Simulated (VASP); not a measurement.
# C (I4_1/amd) in VASP: G0W0 quasiparticle levels with PBEsol

Aim: the G0W0 quasiparticle levels of C with PBEsol.

Everything below comes from runs of VASP 6.6.1. Logs are shortened: lines on timing, memory, paths and dates and some standing lists are left out, and cuts for length are marked.

### 1 The cell of the first run

Symmetry: I4_1/amd, No. 141, tetragonal system. The conventional cell has a = 2.488 Å, b = 2.488 Å, c = 3.563 Å, α = 90.00°, β = 90.00°, γ = 90.00°. C (site symmetry -4m2) has 4 C at 1.53 Å within 2.0 Å.

### 2 G0W0 quasiparticle levels, PBEsol

File POSCAR:

```
C
1.0
    0.0000000000      1.7590642429      1.7815222156
    1.7590642429      0.0000000000      1.7815222156
    1.7590642429      1.7590642429      0.0000000000
C
2
Direct
    0.0000000000      0.0000000000      0.0000000000
    0.2500000000      0.2500000000      0.2500000000
```

File INCAR.step1:

```
SYSTEM = C
ALGO     = Normal         ! electronic algorithm
EDIFF    = 1E-8           ! SCF threshold, eV
ENCUT    = 500            ! plane-wave cutoff, eV
GGA      = PS             ! functional
ISMEAR   = 0              ! smearing method
LASPH    = .TRUE.         ! aspherical terms in the spheres
LCHARG   = .FALSE.        ! write CHGCAR
LREAL    = .FALSE.        ! projectors in reciprocal space
LWAVE    = .TRUE.         ! write WAVECAR
NELM     = 80             ! most SCF steps
PREC     = Accurate       ! precision mode
SIGMA    = 0.01           ! smearing width, eV
```

File INCAR.step2:

```
SYSTEM = C
ALGO     = Exact          ! electronic algorithm
EDIFF    = 1E-8           ! SCF threshold, eV
ENCUT    = 500            ! plane-wave cutoff, eV
GGA      = PS             ! functional
ISMEAR   = 0              ! smearing method
ISTART   = 1            
LASPH    = .TRUE.         ! aspherical terms in the spheres
LCHARG   = .FALSE.        ! write CHGCAR
LOPTICS  = .TRUE.         ! frequency-dependent dielectric function
LREAL    = .FALSE.        ! projectors in reciprocal space
LWAVE    = .TRUE.         ! write WAVECAR
NBANDS   = 34             ! bands
NELM     = 1              ! most SCF steps
PREC     = Accurate       ! precision mode
SIGMA    = 0.01           ! smearing width, eV
```

File INCAR.step3:

```
SYSTEM = C
ALGO     = EVGW0          ! electronic algorithm
EDIFF    = 1E-8           ! SCF threshold, eV
ENCUT    = 500            ! plane-wave cutoff, eV
ENCUTGW  = 100.0          ! cutoff of the response function
GGA      = PS             ! functional
ISMEAR   = 0              ! smearing method
ISTART   = 1            
LASPH    = .TRUE.         ! aspherical terms in the spheres
LCHARG   = .FALSE.        ! write CHGCAR
LREAL    = .FALSE.        ! projectors in reciprocal space
LWAVE    = .FALSE.        ! write WAVECAR
NBANDS   = 34             ! bands
NBANDSGW = 12           
NELMGW   = 1            
NOMEGA   = 48             ! frequency points
PREC     = Accurate       ! precision mode
PRECFOCK = Fast         
SIGMA    = 0.01           ! smearing width, eV
```

File KPOINTS:

```
k-points
0
G
  6 6 6
  0 0 0
```

Potentials or basis: VASP PAW PBE potentials, release 64 (C_GW).

On the command line:

```bash
$ cat potpaw_PBE.64/C_GW/POTCAR > POTCAR
$ cp INCAR.step1 INCAR
$ mpirun -np 1 vasp_std > vasp.out
$ cp INCAR.step2 INCAR
$ mpirun -np 1 vasp_std > vasp.out
$ cp INCAR.step3 INCAR
$ mpirun -np 1 vasp_std > vasp.out
```

OUTCAR:

```text
SYSTEM = C
   EDIFF = 1E-8
   ENCUT = 500
   ENCUTGW = 100.0
   GGA = PS
   ISMEAR = 0
   ISTART = 1
   LASPH = .TRUE.
   LREAL = .FALSE.
   NELMGW = 1
   PREC = Accurate
   PRECFOCK = Fast

 ion  position               nearest neighbor table
   1  0.000  0.000  0.000-   2 1.53   2 1.53   2 1.53   2 1.53
   2  0.250  0.250  0.250-   1 1.53   1 1.53   1 1.53   1 1.53

  LATTYP: Found a body centered tetragonal cell.
 ALAT       =     2.4876925094
 C/A-ratio  =     1.4322688265

  Lattice vectors:

 A1 = (  -1.7590642429,   0.0000000000,   1.7815222156)
 A2 = (   1.7590642429,   0.0000000000,   1.7815222156)
 A3 = (   0.0000000000,   1.7590642429,  -1.7815222156)

Analysis of symmetry for initial positions (statically):
=====================================================================
 Subroutine PRICEL returns:
 Original cell was already a primitive cell.

 Routine SETGRP: Setting up the symmetry group for a
 body centered tetragonal supercell.

 Subroutine GETGRP returns: Found 16 space group operations
 (whereof  8 operations were pure point group operations)
 out of a pool of 16 trial point group operations.

The static configuration has the point symmetry D_2d.
 The point group associated with its full space group is D_4h.

Analysis of symmetry for dynamics (positions and initial velocities):
=====================================================================
 Subroutine PRICEL returns:
 Original cell was already a primitive cell.

 Routine SETGRP: Setting up the symmetry group for a
 body centered tetragonal supercell.

 Subroutine GETGRP returns: Found 16 space group operations
 (whereof  8 operations were pure point group operations)
 out of a pool of 16 trial point group operations.

The dynamic configuration has the point symmetry D_2d.
 The point group associated with its full space group is D_4h.

 Subroutine INISYM returns: Found 16 space group operations
 (whereof  8 operations are pure point group operations),
 and found     1 'primitive' translations

----------------------------------------------------------------------------------------

                                     Primitive cell

  volume of cell :      11.0252

  direct lattice vectors                    reciprocal lattice vectors
     0.000000000  1.759064243  1.781522216    -0.284242035  0.284242035  0.280658863
     1.759064243  0.000000000  1.781522216     0.284242035 -0.284242035  0.280658863
     1.759064243  1.759064243  0.000000000     0.284242035  0.284242035 -0.280658863

  length of vectors
     2.503623058  2.503623058  2.487692509     0.490261631  0.490261631  0.490261631

  position of ions in fractional coordinates (direct lattice)
     0.000000000  0.000000000  0.000000000
     0.250000000  0.250000000  0.250000000

  ion indices of the primitive-cell ions
   primitive index   ion index
                 1           1
                 2           2

----------------------------------------------------------------------------------------

 KPOINTS: k-points

Automatic generation of k-mesh.
 Grid dimensions read from file:
 generate k-points for:    6    6    6

 Generating k-lattice:

  Cartesian coordinates                     Fractional coordinates (reciprocal lattice)
    -0.047373672  0.047373672  0.046776477     0.166666667  0.000000000  0.000000000
     0.047373672 -0.047373672  0.046776477     0.000000000  0.166666667  0.000000000
     0.047373672  0.047373672 -0.046776477     0.000000000  0.000000000  0.166666667

  Length of vectors
     0.081710272  0.081710272  0.081710272

  Shift w.r.t. Gamma in fractional coordinates (k-lattice)
     0.000000000  0.000000000  0.000000000

 Subroutine IBZKPT returns following result:
 ===========================================

 Found     30 irreducible k-points:

 Following reciprocal coordinates:
            Coordinates               Weight
  0.000000  0.000000  0.000000      1.000000
  0.166667  0.000000  0.000000      8.000000
  0.333333  0.000000  0.000000      8.000000
  0.500000  0.000000  0.000000      4.000000
  0.166667  0.166667  0.000000      2.000000
  0.333333  0.166667  0.000000      8.000000
[... 16 lines left out ...]
  0.333333  0.000000  0.333333      4.000000
  0.500000 -0.000000  0.333333     16.000000
 [... further k-points ...]
   k-points           NKPTS =     30   k-points in BZ     NKDIM =    216   number of bands    NBANDS=     34
   number of dos      NEDOS =    301   number of ions     NIONS =      2
   total plane-waves  NPLWV =   5832
   dimension x,y,z NGX =    18 NGY =   18 NGZ =   18
   dimension x,y,z NGXF=    36 NGYF=   36 NGZF=   36
   ions per type =               2
   NGX,Y,Z   is equivalent  to a cutoff of  11.95, 11.95, 12.03 a.u.
   NGXF,Y,Z  is equivalent  to a cutoff of  23.90, 23.90, 24.06 a.u.
 SYSTEM =  C
   PREC   = accura    normal or accurate (medium, high low for compatibility)
   ISTART =      1    job   : 0-new  1-cont  2-samecut
   ICHARG =      0    charge: 1-file 2-atom 10-const
   ISPIN  =      1    spin polarized calculation?
   LNONCOLLINEAR =      F non collinear calculations
   LSORBIT =      F    spin-orbit coupling
   LASPH  =      T    aspherical Exc in radial PAW
   ENCUT  =  500.0 eV  36.75 Ry    6.06 a.u.   4.56  4.56  4.54*2*pi/ulx,y,z
   NELM   =     60;   NELMIN=  2; NELMDL=  0     # of ELM steps
   EDIFF  = 0.1E-07   stopping-criterion for ELM
   LREAL  =      F    real-space projection
   EDIFFG = 0.1E-06   stopping-criterion for IOM
   NSW    =      0    number of steps for IOM
   IBRION =     -1    ionic relax: 0-MD 1-quasi-New 2-CG
   NFREE  =      0    steps in history (QN), initial steepest desc. (CG)
   ISIF   =      0    stress and relaxation
   ISYM   =      3    0-nonsym 1-usesym 2-fastsym
   POTIM  = 0.5000    time-step for ionic-motion
   TEBEG  =    0.0;   TEEND  =   0.0 temperature during run
   PSTRESS=    0.0 pullay stress
   NELECT =       8.0000    total number of electrons
   NUPDOWN=      -1.0000    fix difference up-down
   EMIN   =  10.00;   EMAX   =-10.00  energy-range for DOS
   EFERMI =   0.00;   METHOD = LEGACY
   ISMEAR =     0;   SIGMA  =   0.01  broadening in eV -4-tet -1-fermi 0-gaus
   EFERMI_NEDOS =   21; number of points for ismear=-14 and -15
   IALGO  =     38    algorithm
   IMIX   =      4    mixing-type and parameters
     AMIX     =   0.40;   BMIX     =  1.00
     AMIX_MAG =   1.60;   BMIX_MAG =  1.00
  volume/ion in A,a.u.               =       5.51        37.20
  Fermi-wavevector in a.u.,A,eV,Ry     =   1.471104  2.779983 29.444994  2.164146
  Thomas-Fermi vector in A             =   2.586280
   LORBIT       =      0    0 simple, 1 ext, 2 COOP (PROOUT), +10 PAW based schemes
   GGA     = PS    functional components
   LHFCALC =     T    Hartree Fock is set to
   PRECFOCK=fast      Normal, Fast or Accurate (Low or Medium for compatibility)
   ENCUT4O =  -1.0   cutoff for four orbital integrals eV
   NKREDX  =     1    reduce k-point grid by
   NKREDY  =     1    reduce k-point grid by
   NKREDZ  =     1    reduce k-point grid by
   AEXX    =    1.0000 exact exchange contribution
   HFSCREEN=    0.0000 screening length (either q_TF or 0.3 A-1)
   HFSCREENC=   0.0000 screening length for correlation (either q_TF or 0.3 A-1)
   ENCUTFOCK=  -1.0 apply spherical cutoff to Coloumb kernel
   IVDW    =     0    specifies the selected vdW correction
   LEPSILON=     F    determine dielectric tensor
   LRPA    =     F    only Hartree local field effects (RPA)
   LRPAFORCE           =     F    calculate RPA forces
   ENCUTGW             = 100.0    cutoff for response function in eV
   ENCUTGWSOFT         =  80.0    soft cutoff for Coulomb kernel in GW response function in eV
   ENCUTLF             =  -1.0    cutoff for local field effects
   NELMGW              =     1    number of iterations in solving QP/BSE equation
   NELMHF              =     1    number of iterations in the inner HF iteration
   NKREDLFX            =     1    NKREDLFY  =   1   NKREDLFZ  =   1
 non-spin polarized calculation
 Gauss-broadening in eV      SIGMA  =   0.01
  energy-cutoff  :      500.00
  volume of cell :       11.03
 maximum number of plane-waves:       293
  NGX = 12; NGY = 12; NGZ = 12
   NGX =  9   NGY =  9   NGZ =  9
 maximum number of plane-waves:        28
 NGX is ok and might be reduce to    10

 QP shifts <psi_nk| G(iteration)W_0 |psi_nk>: iteration 1
 for sc-GW calculations column KS-energies equals QP-energies in previous step
 and V_xc(KS)=  KS-energies - (<T + V_ion + V_H > + <T+V_H+V_ion>^1  + <V_x>^1)

 k-point   1 :       0.0000    0.0000    0.0000
  band No.  KS-energies  QP-energies   sigma(KS)   V_xc(KS)     V^pw_x(r,r')   Z            occupation Imag(sigma)

      1     -11.7456     -13.1302     -16.6924     -14.8625     -25.5582       0.7567       2.0000       1.5011
      2      10.0280       9.8177     -17.0973     -16.8439     -19.3099       0.8297       2.0000       0.0799
      3      10.2261      10.0228     -17.0687     -16.8237     -19.2459       0.8298       2.0000       0.0789
      4      10.2261      10.0228     -17.0687     -16.8237     -19.2459       0.8298       2.0000       0.0789
      5      15.7305      17.1394     -13.9190     -15.6224      -9.4073       0.8271       0.0000      -0.1079
      6      15.7305      17.1394     -13.9190     -15.6224      -9.4073       0.8271       0.0000      -0.1079
      7      15.8876      17.2964     -13.9086     -15.6141      -9.3686       0.8260       0.0000      -0.1084
      8      24.1781      25.5118     -14.5564     -16.2661      -7.6310       0.7801       0.0000      -0.2698
      9      29.4959      30.3162     -11.3907     -12.4038      -4.4406       0.8097       0.0000      -0.4258
     10      36.5854      38.0213     -12.3302     -14.0545      -6.0022       0.8327       0.0000      -0.5662
     11      37.2722      38.2788     -10.7271     -11.9412      -3.3616       0.8292       0.0000      -0.9707
     12      37.2949      38.7383     -12.3593     -14.0986      -5.9660       0.8298       0.0000      -0.6058

 k-point   2 :       0.1667    0.0000    0.0000
  band No.  KS-energies  QP-energies   sigma(KS)   V_xc(KS)     V^pw_x(r,r')   Z            occupation Imag(sigma)
[... 353 lines left out ...]
      1      -4.9314      -6.0622     -16.9200     -15.4252     -23.9248       0.7565       2.0000       0.6519
      2      -0.1672      -1.1773     -17.2446     -15.9362     -22.7458       0.7720       2.0000       0.3004
      3       2.2197       1.4246     -16.3093     -15.3098     -20.4560       0.7954       2.0000       0.1857
      4       4.2644       3.5990     -16.7577     -15.9323     -20.4941       0.8061       2.0000       0.1452
      5      15.2607      16.2576     -12.8209     -14.0136      -8.1201       0.8358       0.0000      -0.1121
      6      18.4092      19.5769     -12.7982     -14.2116      -7.5081       0.8262       0.0000      -0.1402
      7      25.2681      27.1424     -14.1463     -16.5528      -7.0119       0.7788       0.0000      -0.3115
      8      25.8315      27.6581     -14.2690     -16.6250      -6.9983       0.7753       0.0000      -0.3338
      9      31.7307      33.3342     -13.2327     -15.2716      -5.4765       0.7864       0.0000      -0.5989
     10      34.0659      35.7390     -13.3548     -15.4987      -5.0637       0.7804       0.0000      -0.7808
     11      39.4232      40.7958     -12.0261     -13.7055      -4.7072       0.8173       0.0000      -0.9472
     12      43.9145      45.1874     -11.3972     -12.9547      -3.5178       0.8173       0.0000      -1.2619

 [... further k-points ...]
```

Wall time 1.7 min (1 thread of Intel Xeon 6975P-C, shared host); peak memory 0.19 GiB.

What came out:

```yaml
Band_gap_on_the_k_mesh_mean-field_level: 3.94 eV, indirect (least direct gap 5.50 eV)
Quasiparticle_gap: 5.14 eV
Least_direct_quasiparticle_gap: 7.12 eV
```

Caveat: the k points lie up to 0.51 Å⁻¹ apart; bands, screening cutoff and mesh are small and nothing is extrapolated, so the quasiparticle values aren't converged.
